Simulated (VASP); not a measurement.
# Ta (Im-3m) in VASP: notebook

Ta is run at these levels: LDA; tasks: single point.

Program: VASP 6.6.1. These are calculated values, not measurements. Logs are shortened: lines on timing, memory, paths and dates and some standing lists are left out, and cuts for length are marked.

### Step 1. The cell of the first run

Symmetry: Im-3m, No. 229, cubic system. Conventional cell: a = 3.128 Å, b = 3.128 Å, c = 3.128 Å, α = 90.00°, β = 90.00°, γ = 90.00°. Ta (site symmetry m-3m) has 14 Ta at 2.71 to 3.13 Å within 3.6 Å.

### Step 2. Single point, LDA (15.30 Å³/atom)

The input, INCAR:

```
SYSTEM = Ta
ALGO     = Normal         ! electronic algorithm
EDIFF    = 1E-7           ! SCF threshold, eV
ENCUT    = 520            ! plane-wave cutoff, eV
ISIF     = 2              ! what is computed and relaxed
ISMEAR   = 0              ! smearing method
LASPH    = .TRUE.         ! aspherical terms in the spheres
LCHARG   = .FALSE.        ! write CHGCAR
LREAL    = .FALSE.        ! projectors in reciprocal space
LWAVE    = .FALSE.        ! write WAVECAR
NBANDS   = 12             ! bands
NELM     = 60             ! most SCF steps
PREC     = Accurate       ! precision mode
SIGMA    = 0.05           ! smearing width, eV
```

The input, KPOINTS:

```
k-points
0
G
  22 22 22
  0 0 0
```

The input, POSCAR:

```
Ta
1.0
   -1.5639398596      1.5639398596      1.5639398596
    1.5639398596     -1.5639398596      1.5639398596
    1.5639398596      1.5639398596     -1.5639398596
Ta
1
Direct
    0.0000000000      0.0000000000      0.0000000000
```

Potentials or basis: VASP PAW LDA potentials, release 64 (Ta_pv).

Started as:

```sh
$ cat potpaw_LDA.64/Ta_pv/POTCAR > POTCAR
$ mpirun -np 1 vasp_std > vasp.out
```

OUTCAR:

```text
SYSTEM = Ta
   EDIFF = 1E-7
   ENCUT = 520
   ISIF = 2
   ISMEAR = 0
   LASPH = .TRUE.
   LREAL = .FALSE.
   NELM = 60
   PREC = Accurate

 ion  position               nearest neighbor table
   1  0.000  0.000  0.000-

  LATTYP: Found a body centered cubic cell.
 ALAT       =     3.1278797192

  Lattice vectors:

 A1 = (  -1.5639398596,   1.5639398596,   1.5639398596)
 A2 = (   1.5639398596,  -1.5639398596,   1.5639398596)
 A3 = (   1.5639398596,   1.5639398596,  -1.5639398596)

Analysis of symmetry for initial positions (statically):
=====================================================================
 Subroutine PRICEL returns:
 Original cell was already a primitive cell.

 Routine SETGRP: Setting up the symmetry group for a
 body centered cubic supercell.

 Subroutine GETGRP returns: Found 48 space group operations
 (whereof 48 operations were pure point group operations)
 out of a pool of 48 trial point group operations.

The static configuration has the point symmetry O_h .

Analysis of symmetry for dynamics (positions and initial velocities):
=====================================================================
 Subroutine PRICEL returns:
 Original cell was already a primitive cell.

 Routine SETGRP: Setting up the symmetry group for a
 body centered cubic supercell.

 Subroutine GETGRP returns: Found 48 space group operations
 (whereof 48 operations were pure point group operations)
 out of a pool of 48 trial point group operations.

The dynamic configuration has the point symmetry O_h .

 Subroutine INISYM returns: Found 48 space group operations
 (whereof 48 operations are pure point group operations),
 and found     1 'primitive' translations

----------------------------------------------------------------------------------------

                                     Primitive cell

  volume of cell :      15.3010

  direct lattice vectors                    reciprocal lattice vectors
    -1.563939860  1.563939860  1.563939860     0.000000000  0.319705388  0.319705388
     1.563939860 -1.563939860  1.563939860     0.319705388  0.000000000  0.319705388
     1.563939860  1.563939860 -1.563939860     0.319705388  0.319705388  0.000000000

  length of vectors
     2.708823297  2.708823297  2.708823297     0.452131696  0.452131696  0.452131696

  position of ions in fractional coordinates (direct lattice)
     0.000000000  0.000000000  0.000000000

  ion indices of the primitive-cell ions
[... 74 lines left out ...]
   EDIFF  = 0.1E-06   stopping-criterion for ELM
   LREAL  =      F    real-space projection
   EDIFFG = 0.1E-05   stopping-criterion for IOM
   NSW    =      0    number of steps for IOM
   IBRION =     -1    ionic relax: 0-MD 1-quasi-New 2-CG
   NFREE  =      0    steps in history (QN), initial steepest desc. (CG)
   ISIF   =      2    stress and relaxation
   ISYM   =      2    0-nonsym 1-usesym 2-fastsym
   POTIM  = 0.5000    time-step for ionic-motion
   TEBEG  =    0.0;   TEEND  =   0.0 temperature during run
   PSTRESS=    0.0 pullay stress
   NELECT =      11.0000    total number of electrons
   NUPDOWN=      -1.0000    fix difference up-down
   EMIN   =  10.00;   EMAX   =-10.00  energy-range for DOS
   EFERMI =   0.00;   METHOD = LEGACY
   ISMEAR =     0;   SIGMA  =   0.05  broadening in eV -4-tet -1-fermi 0-gaus
   EFERMI_NEDOS =   21; number of points for ismear=-14 and -15
   IALGO  =     38    algorithm
   IMIX   =      4    mixing-type and parameters
     AMIX     =   0.40;   BMIX     =  1.00
     AMIX_MAG =   1.60;   BMIX_MAG =  1.00
  volume/ion in A,a.u.               =      15.30       103.26
  Fermi-wavevector in a.u.,A,eV,Ry     =   1.466557  2.771391 29.263276  2.150790
  Thomas-Fermi vector in A             =   2.582280
   LORBIT       =      0    0 simple, 1 ext, 2 COOP (PROOUT), +10 PAW based schemes
   GGA     = CA    functional components
   LHFCALC =     F    Hartree Fock is set to
   AEXX    =    0.0000 exact exchange contribution
   IVDW    =     0    specifies the selected vdW correction
   LEPSILON=     F    determine dielectric tensor
   LRPA    =     F    only Hartree local field effects (RPA)
 non-spin polarized calculation
 Gauss-broadening in eV      SIGMA  =   0.05
  energy-cutoff  :      520.00
  volume of cell :       15.30
 maximum number of plane-waves:       424
   NGX =  9   NGY =  9   NGZ =  9

 number of electron      11.0000004 magnetization

 Free energy of the ion-electron system (eV)
  ---------------------------------------------------
  ext. energy  EPLUGINS =         0.00000000
  ---------------------------------------------------
  free energy    TOTEN  =       -12.64243216 eV

  energy without entropy =      -12.64116297  energy(sigma->0) =      -12.64179757

 E-fermi :   6.8258     XC(G=0): -13.6453

 val. band max:        6.8162258343   @ k =  -0.3636   0.3636   0.1818
 cond. band min:       6.8278502893   @ k =  -0.3182   0.4091   0.1364
 fundamental gap:      0.0116244550
 Fermi energy:         6.8257881287

 k-point     1 :       0.0000    0.0000    0.0000
  band No.  band energies     occupation
      1     -25.4096      2.00000
      2     -25.4096      2.00000
      3     -25.4096      2.00000
      4      -1.5763      2.00000
      5       7.4675      0.00000
      6       7.4675      0.00000
      7       7.4675      0.00000
      8      11.3427      0.00000
      9      11.3427      0.00000
     10      21.0637      0.00000
     11      22.6750      0.00000
     12      22.6750      0.00000
[... 331 lines left out ...]
 k-point    24 :       0.1364    0.0909    0.0000
  band No.  band energies     occupation
      1     -26.1382      2.00000
      2     -25.5958      2.00000
      3     -25.4677      2.00000
      4       0.3400      2.00000
      5       6.4571      2.00000
      6       6.6372      2.00000
      7       9.6653      0.00000
      8      10.1744      0.00000
      9      11.6901      0.00000
     10      21.0624      0.00000
     11      24.1535      0.00000
     12      25.4883      0.00000

 [... further k-points ...]
[... 5 lines left out ...]
  --------------------------------------------------------------------------------------
  -------------------------------------------------------------------------------------
  Total        3.1810623      3.1810623      3.1810623      0.0000000     -0.0000000     -0.0000000
  in kB      333.0907842    333.0907842    333.0907842      0.0000000     -0.0000000     -0.0000000
  external PRESSURE =     333.0907842 kB  Pullay stress =       0.0000000 kB

 VOLUME and BASIS-vectors are now :
 -----------------------------------------------------------------------------
  energy-cutoff  :      520.00
  volume of cell :       15.30
      direct lattice vectors                 reciprocal lattice vectors
    -1.563939860  1.563939860  1.563939860     0.000000000  0.319705388  0.319705388
     1.563939860 -1.563939860  1.563939860     0.319705388  0.000000000  0.319705388
     1.563939860  1.563939860 -1.563939860     0.319705388  0.319705388  0.000000000

 POSITION                                       TOTAL-FORCE (eV/Angst)
 -----------------------------------------------------------------------------------
      0.00000      0.00000      0.00000         0.000000     -0.000000      0.000000
 -----------------------------------------------------------------------------------
    total drift:                                0.000000      0.000000      0.000000

  FREE ENERGIE OF THE ION-ELECTRON SYSTEM (eV)
  ---------------------------------------------------
  free  energy   TOTEN  =       -12.6424321634 eV

  energy  without entropy=      -12.6411629725  energy(sigma->0) =      -12.64179757
```

stdout:

```text
POSCAR found type information on POSCAR Ta
 POSCAR found :  1 types and       1 ions
 scaLAPACK will be used
 LDA part: xc-table for (Slater(with rela. corr.)+CA(PZ))
 , standard interpolation
 POSCAR, INCAR and KPOINTS ok, starting setup
 FFT: planning ... GRIDC
 FFT: planning ... GRID_SOFT
 FFT: planning ... GRID
 WAVECAR not read
 entering main loop
```

Wall time 22 s (1 thread of Intel Xeon Platinum 8559C (Emerald Rapids), shared host); peak memory 0.17 GiB.

Results:

| Quantity | Value |
| --- | --- |
| Free energy | -12.6424 eV |
| Pressure | 33.3 GPa |
| Band gap on the k mesh | zero (an odd number of electrons rules out a gap without spin polarisation) |

Caveat: the cell stands under pressure; spin-orbit coupling is left out, which moves the levels of the heavy elements.

### Step 3. Single point, LDA (16.20 Å³/atom)

This run uses another cell than the first one, of 16.20 Å³/atom.

The input, INCAR:

```
PREC = Accurate
ENCUT = 520
EDIFF = 1E-6
ISMEAR = 0
SIGMA = 0.05
LREAL = False
LASPH = True
NELM = 100
ALGO = Fast
ISIF = 2
LWAVE = False
LCHARG = False
NBANDS = 12
```

The input, KPOINTS:

```
regular mesh
0
Gamma
  22 22 22
```

The input, POSCAR:

```
Ta
1.0
   -1.5940229740      1.5940229740      1.5940229740
    1.5940229740     -1.5940229740      1.5940229740
    1.5940229740      1.5940229740     -1.5940229740
Ta
1
Direct
    0.0000000000      0.0000000000      0.0000000000
```

Potentials or basis: VASP PAW LDA potentials, release 64 (Ta_pv).

Started as:

```sh
$ cat potpaw_LDA.64/Ta_pv/POTCAR > POTCAR
$ mpirun -np 1 vasp_std > vasp.out
```

Wall time 33 s (1 thread of Intel Xeon Platinum 8559C (Emerald Rapids), shared host); peak memory 0.18 GiB.

The run converged. Its results:

| Item | Value |
| --- | --- |
| Free energy | -12.7781 eV |
| Pressure | 15.8 GPa |
| Band gap on the k mesh | zero (an odd number of electrons rules out a gap without spin polarisation) |

Levels at points of the mesh, in eV from the Fermi level:
```tsv
k point	band 3	band 4	band 5	band 6	band 7	band 8
(0.00, 0.00, 0.00)	-32.46	-8.21	0.67	0.67	0.67	4.32
(0.50, 0.00, 0.00)	-32.48	-4.86	-1.91	2.32	4.29	5.43
(0.50, 0.50, 0.50)	-33.61	-4.48	-4.48	7.71	7.71	7.71
```

Caveat: the cell stands under pressure; spin-orbit coupling is left out, which moves the levels of the heavy elements.

### Step 4. Single point, LDA (17.10 Å³/atom)

This run uses another cell than the first one, of 17.10 Å³/atom.

The input, INCAR:

```
ALGO = Normal ; EDIFF = 1E-6
ENCUT = 520 ; GGA = CA
ISIF = 2 ; ISMEAR = 0
LASPH = True ; LCHARG = False
LREAL = False ; LWAVE = False
NBANDS = 12 ; NELM = 100
PREC = Accurate ; SIGMA = 0.05
```

The input, KPOINTS:

```
k-points
0
Gamma
  22 22 22
```

The input, POSCAR:

```
Ta
1.0
   -1.6230115422      1.6230115422      1.6230115422
    1.6230115422     -1.6230115422      1.6230115422
    1.6230115422      1.6230115422     -1.6230115422
Ta
1
Direct
    0.0000000000      0.0000000000      0.0000000000
```

Started as:

```sh
$ cat potpaw_LDA.64/Ta_pv/POTCAR > POTCAR
$ mpirun -np 1 vasp_std > vasp.out
```

Wall time 24 s (1 thread of Intel Xeon Platinum 8559C (Emerald Rapids), shared host); peak memory 0.18 GiB.

Results (log left out):

| Property | Result |
| --- | --- |
| Free energy | -12.8271 eV |
| Pressure | 2.2 GPa |
| Band gap on the k mesh | zero (an odd number of electrons rules out a gap without spin polarisation) |

Levels at points of the mesh, in eV from the Fermi level:
```tsv
k point	band 3	band 4	band 5	band 6	band 7	band 8	band 9	band 10
(0.00, 0.00, 0.00)	-32.68	-8.03	0.68	0.68	0.68	4.12	4.12	13.88
(0.50, 0.00, 0.00)	-32.70	-4.60	-1.74	2.00	4.04	5.11	8.28	12.27
(0.50, 0.50, 0.50)	-33.66	-4.13	-4.13	7.23	7.23	7.23	9.25	9.25
```

Caveat: spin-orbit coupling is left out, which moves the levels of the heavy elements.

### Step 5. Summary

| cell | gap on the mesh (eV) | pressure (GPa) |
| --- | --- | --- |
| a = 2.709 Å, angles 109.5°, 1 atom | none | 33.3 |
| a = 2.761 Å, angles 109.5°, 1 atom | none | 15.8 |
| a = 2.811 Å, angles 109.5°, 1 atom | none | 2.2 |

Alike in all rows: task single point; level LDA; potentials or basis VASP PAW LDA potentials, release 64 (Ta_pv); no spin polarisation; k mesh 22 × 22 × 22; cutoff (eV) 520; smearing gaussian 0.05 eV.

Caveats: spin-orbit coupling is left out, which moves the levels of the heavy elements; the cell stands under pressure (at least some runs).

Absolute energies hang on the potentials; compare differences alone.
